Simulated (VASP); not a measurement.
# Te2Mo (P6_3/mmc) in VASP: notebook, part 2 of 2

VASP 6.6.1.

## Step 4: Single point, r2SCAN (uniaxial z strain -2.0%)

File POSCAR:

```
Te2Mo
1.0
    3.5421311455      0.0000000000      0.0000000000
   -1.7710655727      3.0675755555      0.0000000000
    0.0000000000      0.0000000000     13.8931385269
Mo Te
2 4
Direct
    0.3333333333      0.6666666667      0.2500000000
    0.6666666667      0.3333333333      0.7500000000
    0.6666666667      0.3333333333      0.3788698369
    0.6666666667      0.3333333333      0.1211301631
    0.3333333333      0.6666666667      0.8788698369
    0.3333333333      0.6666666667      0.6211301631
```

File INCAR.step1:

```
PREC     = Accurate       # precision mode
ENCUT    = 520            # plane-wave cutoff, eV
ISMEAR   = 0              # smearing method
SIGMA    = 0.01           # smearing width, eV
LREAL    = F              # projectors in reciprocal space
LASPH    = T              # aspherical terms in the spheres
NELM     = 80             # most SCF steps
NBANDS   = 35             # bands
GGA      = PE             # functional
ALGO     = Normal         # electronic algorithm
EDIFF    = 1E-4           # SCF threshold, eV
LWAVE    = T              # write WAVECAR
LCHARG   = F              # write CHGCAR
```

File INCAR.step2:

```
PREC     = Accurate       # precision mode
ENCUT    = 520            # plane-wave cutoff, eV
EDIFF    = 1E-6           # SCF threshold, eV
ISMEAR   = 0              # smearing method
SIGMA    = 0.01           # smearing width, eV
LREAL    = F              # projectors in reciprocal space
LASPH    = T              # aspherical terms in the spheres
NELM     = 80             # most SCF steps
ALGO     = Normal         # electronic algorithm
ISIF     = 2              # what is computed and relaxed
LWAVE    = F              # write WAVECAR
LCHARG   = F              # write CHGCAR
METAGGA  = R2SCAN         # meta-GGA
LMIXTAU  = T            
NBANDS   = 35             # bands
ISTART   = 1
```

File KPOINTS:

```
regular mesh
0
Gamma
  12 12 2
```

Potentials or basis: VASP PAW PBE potentials, release 64 (Mo_sv, Te).

Run with:

```console
$ cat potpaw_PBE.64/Mo_sv/POTCAR potpaw_PBE.64/Te/POTCAR > POTCAR
$ cp INCAR.step1 INCAR
$ mpirun -np 1 vasp_std > vasp.out
$ cp INCAR.step2 INCAR
$ mpirun -np 1 vasp_std > vasp.out
```

OUTCAR:

```text
PREC = Accurate
   ENCUT = 520
   EDIFF = 1E-6
   ISMEAR = 0
   LREAL = F
   LASPH = T
   NELM = 80
   ISIF = 2
   METAGGA = R2SCAN
   ISTART = 1

 ion  position               nearest neighbor table
   1  0.333  0.667  0.250-   3 2.72   4 2.72   3 2.72   4 2.72   3 2.72   4 2.72
   2  0.667  0.333  0.750-   5 2.72   6 2.72   5 2.72   6 2.72   5 2.72   6 2.72
   3  0.667  0.333  0.379-   1 2.72   1 2.72   1 2.72   4 3.58
   4  0.667  0.333  0.121-   1 2.72   1 2.72   1 2.72   3 3.58
   5  0.333  0.667  0.879-   2 2.72   2 2.72   2 2.72   6 3.58
   6  0.333  0.667  0.621-   2 2.72   2 2.72   2 2.72   5 3.58

  LATTYP: Found a hexagonal cell.
 ALAT       =     3.5421311455
 C/A-ratio  =     3.9222541335

  Lattice vectors:

 A1 = (   3.5421311455,   0.0000000000,   0.0000000000)
 A2 = (  -1.7710655727,   3.0675755555,   0.0000000000)
 A3 = (   0.0000000000,   0.0000000000,  13.8931385269)

Analysis of symmetry for initial positions (statically):
=====================================================================
 Subroutine PRICEL returns:
 Original cell was already a primitive cell.

 Routine SETGRP: Setting up the symmetry group for a
 hexagonal supercell.

 Subroutine GETGRP returns: Found 24 space group operations
 (whereof 12 operations were pure point group operations)
 out of a pool of 24 trial point group operations.

The static configuration has the point symmetry D_3d.
 The point group associated with its full space group is D_6h.

Analysis of symmetry for dynamics (positions and initial velocities):
=====================================================================
 Subroutine PRICEL returns:
 Original cell was already a primitive cell.

 Routine SETGRP: Setting up the symmetry group for a
 hexagonal supercell.

[... 131 lines left out ...]
   IMIX   =      4    mixing-type and parameters
     AMIX     =   0.40;   BMIX     =  1.00
     AMIX_MAG =   1.60;   BMIX_MAG =  1.00
  volume/ion in A,a.u.               =      25.16       169.79
  Fermi-wavevector in a.u.,A,eV,Ry     =   1.147596  2.168643 17.918568  1.316978
  Thomas-Fermi vector in A             =   2.284276
   LORBIT       =      0    0 simple, 1 ext, 2 COOP (PROOUT), +10 PAW based schemes
   METAGGA = R2SCAN    functional components
   LHFCALC =     F    Hartree Fock is set to
   AEXX    =    0.0000 exact exchange contribution
   IVDW    =     0    specifies the selected vdW correction
   LEPSILON=     F    determine dielectric tensor
   LRPA    =     F    only Hartree local field effects (RPA)
 non-spin polarized calculation
 Gauss-broadening in eV      SIGMA  =   0.01
  energy-cutoff  :      520.00
  volume of cell :      150.96
 maximum number of plane-waves:      4132
 NGX is ok and might be reduce to    28
   NGX = 13   NGY = 13   NGZ = 51

 number of electron      51.9999999 magnetization

 Free energy of the ion-electron system (eV)
  ---------------------------------------------------
  ext. energy  EPLUGINS =         0.00000000
  ---------------------------------------------------
  free energy    TOTEN  =      -155.60117548 eV

  energy without entropy =     -155.60117548  energy(sigma->0) =     -155.60117548

 E-fermi :   8.2684     XC(G=0): -10.9838

 val. band max:        8.0431552400   @ k =   0.0000   0.0000   0.0000
 cond. band min:       8.8584871120   @ k =   0.2500   0.1667   0.0000
 fundamental gap:      0.8153318720
 Fermi energy:         8.2683556121

 k-point     1 :       0.0000    0.0000    0.0000
  band No.  band energies     occupation
      1     -54.8274      2.00000
      2     -54.8274      2.00000
      3     -28.2577      2.00000
      4     -28.2577      2.00000
      5     -28.1577      2.00000
      6     -28.1577      2.00000
[... 901 lines left out ...]
     34      11.5846      0.00000
     35      13.5207      0.00000

 [... further k-points ...]

------------------------ aborting loop because EDIFF is reached ----------------------------------------

  FORCE on cell =-STRESS in cart. coord.  units (eV):
  Direction    XX          YY          ZZ          XY          YZ          ZX
  --------------------------------------------------------------------------------------
  -------------------------------------------------------------------------------------
  Total        1.5032123      1.5032123      2.2117053      0.0000000      0.0000000      0.0000000
  in kB       15.9540388     15.9540388     23.4734845      0.0000000      0.0000000      0.0000000
  external PRESSURE =      18.4605207 kB  Pullay stress =       0.0000000 kB

 VOLUME and BASIS-vectors are now :
 -----------------------------------------------------------------------------
  energy-cutoff  :      520.00
  volume of cell :      150.96
      direct lattice vectors                 reciprocal lattice vectors
     3.542131145  0.000000000  0.000000000     0.282315916  0.162995170  0.000000000
    -1.771065573  3.067575555  0.000000000     0.000000000  0.325990341  0.000000000
     0.000000000  0.000000000 13.893138527     0.000000000  0.000000000  0.071977977

 POSITION                                       TOTAL-FORCE (eV/Angst)
 -----------------------------------------------------------------------------------
     -0.00000      2.04505      3.47328         0.000000     -0.000000      0.000000
      1.77107      1.02253     10.41985        -0.000000      0.000000      0.000000
      1.77107      1.02253      5.26369         0.000000      0.000000     -0.008691
      1.77107      1.02253      1.68288         0.000000      0.000000      0.008691
     -0.00000      2.04505     12.21026         0.000000      0.000000     -0.008691
     -0.00000      2.04505      8.62945         0.000000      0.000000      0.008691
 -----------------------------------------------------------------------------------
    total drift:                                0.000000     -0.000000      0.000000

  FREE ENERGIE OF THE ION-ELECTRON SYSTEM (eV)
  ---------------------------------------------------
  free  energy   TOTEN  =      -155.6011754802 eV

  energy  without entropy=     -155.6011754802  energy(sigma->0) =     -155.60117548
```

OSZICAR.step1:

```text
N       E                     dE             d eps       ncg     rms          rms(c)
DAV:   1     0.394441566893E+03    0.39444E+03   -0.26891E+04  3028   0.133E+03
DAV:   2    -0.157407825776E+02   -0.41018E+03   -0.39748E+03  3241   0.318E+02
DAV:   3    -0.367705759757E+02   -0.21030E+02   -0.20628E+02  3275   0.628E+01
DAV:   4    -0.372433933577E+02   -0.47282E+00   -0.47098E+00  3130   0.931E+00
DAV:   5    -0.372549377640E+02   -0.11544E-01   -0.11541E-01  3335   0.152E+00    0.214E+01
DAV:   6    -0.365065753849E+02    0.74836E+00   -0.59295E+00  2894   0.134E+01    0.893E+00
DAV:   7    -0.364231425579E+02    0.83433E-01   -0.48326E+00  2768   0.108E+01    0.619E+00
DAV:   8    -0.359968606087E+02    0.42628E+00   -0.93338E-01  2801   0.535E+00    0.260E+00
DAV:   9    -0.360015558729E+02   -0.46953E-02   -0.20611E-01  3090   0.206E+00    0.107E+00
DAV:  10    -0.359941526280E+02    0.74032E-02   -0.31096E-02  2868   0.104E+00    0.352E-01
DAV:  11    -0.359945349906E+02   -0.38236E-03   -0.20653E-03  2961   0.219E-01    0.169E-01
DAV:  12    -0.359944426722E+02    0.92318E-04   -0.17058E-04  1932   0.685E-02
   1 F= -.35994443E+02 E0= -.35994443E+02  d E =-.154450-102
```

Wall time 5.7 min (1 thread of Intel Xeon 6975P-C (Granite Rapids), shared host); peak memory 0.41 GiB.

Results:

| Item | Value |
| --- | --- |
| Free energy | -155.6012 eV |
| Pressure | 1.8 GPa |
| Largest force | 0.009 eV/Å |
| Band gap on the k mesh | 0.82 eV, indirect (least direct gap 1.07 eV) |

Forces in eV/Å, atoms in the order of the input:
```
Mo   0.000  0.000  0.000
Mo   0.000  0.000  0.000
Te   0.000  0.000 -0.009
Te   0.000  0.000  0.009
Te   0.000  0.000 -0.009
Te   0.000  0.000  0.009
```

Levels at points of the mesh, in eV from the valence-band top:
```csv
k point,band 23,band 24,band 25,band 26,band 27,band 28,band 29,band 30
"(0.00, 0.00, 0.00)",-1.24,-1.07,-0.36,0.00,2.87,2.87,3.00,3.00
"(0.50, 0.00, 0.00)",-1.12,-1.04,-0.87,-0.57,1.21,1.28,1.48,1.78
"(0.00, 0.00, 0.50)",-1.26,-1.26,-0.09,-0.09,2.91,2.91,2.91,2.91
"(0.50, 0.00, 0.50)",-1.06,-1.06,-0.72,-0.72,1.24,1.24,1.64,1.64
```

Caveat: the cell differs from its parent crystal (uniaxial z strain -2.0%); the PAW data sets were made with another functional, which shifts forces and pressure a little; spin-orbit coupling is left out, which moves the levels of the heavy elements.

## Step 5: Single point, PBE (uniaxial z strain -4.0%)

File INCAR:

```
SYSTEM = Te2Mo
PREC = Accurate
ENCUT = 520
EDIFF = 1E-6
ISMEAR = -1
SIGMA = 0.02
LREAL = .FALSE.
LASPH = .TRUE.
NELM = 100
ALGO = Normal
ISIF = 2
LWAVE = .FALSE.
LCHARG = .FALSE.
GGA = PE
NBANDS = 35
```

File KPOINTS:

```
regular mesh
0
G
  12 12 2
  0 0 0
```

File POSCAR:

```
Te2Mo
1.0
    3.5421311455      0.0000000000      0.0000000000
   -1.7710655727      3.0675755555      0.0000000000
    0.0000000000      0.0000000000     13.6096050876
Mo Te
2 4
Direct
    0.3333333333      0.6666666667      0.2500000000
    0.6666666667      0.3333333333      0.7500000000
    0.6666666667      0.3333333333      0.3811087266
    0.6666666667      0.3333333333      0.1188912734
    0.3333333333      0.6666666667      0.8811087266
    0.3333333333      0.6666666667      0.6188912734
```

Run with:

```console
$ cat potpaw_PBE.64/Mo_sv/POTCAR potpaw_PBE.64/Te/POTCAR > POTCAR
$ mpirun -np 1 vasp_std > vasp.out
```

Wall time 3.8 min (1 thread of Intel Xeon 6975P-C, shared host); peak memory 0.38 GiB.

The run converged. Its results:

```
Free energy            : -35.9380 eV
Pressure               : 3.2 GPa
Largest force          : 0.250 eV/Å
Band gap on the k mesh : 0.59 eV, indirect (least direct gap 0.96 eV)
```

Forces in eV/Å, atoms in the order of the input:
```
Mo   0.000  0.000  0.000
Mo   0.000  0.000  0.000
Te   0.000  0.000  0.250
Te   0.000  0.000 -0.250
Te   0.000  0.000  0.250
Te   0.000  0.000 -0.250
```

Stress tensor (GPa, compression positive):
```
2.18 0.00 0.00
0.00 2.18 0.00
0.00 0.00 5.18
```

Levels at points of the mesh, in eV from the valence-band top:
```csv
k point,band 23,band 24,band 25,band 26,band 27,band 28,band 29,band 30
"(0.00, 0.00, 0.00)",-1.26,-1.14,-0.12,0.00,2.63,2.63,2.80,2.80
"(0.50, 0.00, 0.00)",-1.21,-1.10,-0.92,-0.55,1.01,1.09,1.25,1.57
"(0.00, 0.00, 0.50)",-1.28,-1.28,-0.03,-0.03,2.67,2.67,2.67,2.67
"(0.50, 0.00, 0.50)",-1.13,-1.13,-0.74,-0.74,1.04,1.04,1.43,1.43
```

Caveat: the cell differs from its parent crystal (uniaxial z strain -4.0%); spin-orbit coupling is left out, which moves the levels of the heavy elements; this functional lacks dispersion, which binds the layers, so the pressure and a relaxed spacing across them are unreliable. A k mesh can miss the band edges.

## Step 6: The runs side by side

```csv
level,cell,smearing,gap on the mesh (eV),pressure (GPa),largest force (eV/Å)
r2SCAN,"a = 3.542, b = 3.542, c = 13.610 Å, angles 90.0, 90.0, 120.0°, 6 atoms",gaussian 0.01 eV,0.70,2.6,-
r2SCAN,"a = 3.542, b = 3.542, c = 13.751 Å, angles 90.0, 90.0, 120.0°, 6 atoms",gaussian 0.01 eV,0.76,2.2,-
r2SCAN,"a = 3.542, b = 3.542, c = 13.893 Å, angles 90.0, 90.0, 120.0°, 6 atoms",gaussian 0.01 eV,0.82,1.8,0.01
PBE,"a = 3.542, b = 3.542, c = 13.610 Å, angles 90.0, 90.0, 120.0°, 6 atoms",fermi-dirac 0.02 eV,0.59,3.2,0.25
```

Alike in all rows: task single point; potentials or basis VASP PAW PBE potentials, release 64 (Mo_sv, Te); no spin polarisation; k mesh 12 × 12 × 2; cutoff (eV) 520.

Caveats: spin-orbit coupling is left out, which moves the levels of the heavy elements; the PAW data sets were made with another functional, which shifts forces and pressure a little (some runs); this functional lacks dispersion, which binds the layers, so the pressure and a relaxed spacing across them are unreliable (some runs).

Absolute energies hang on the potentials; compare differences alone.
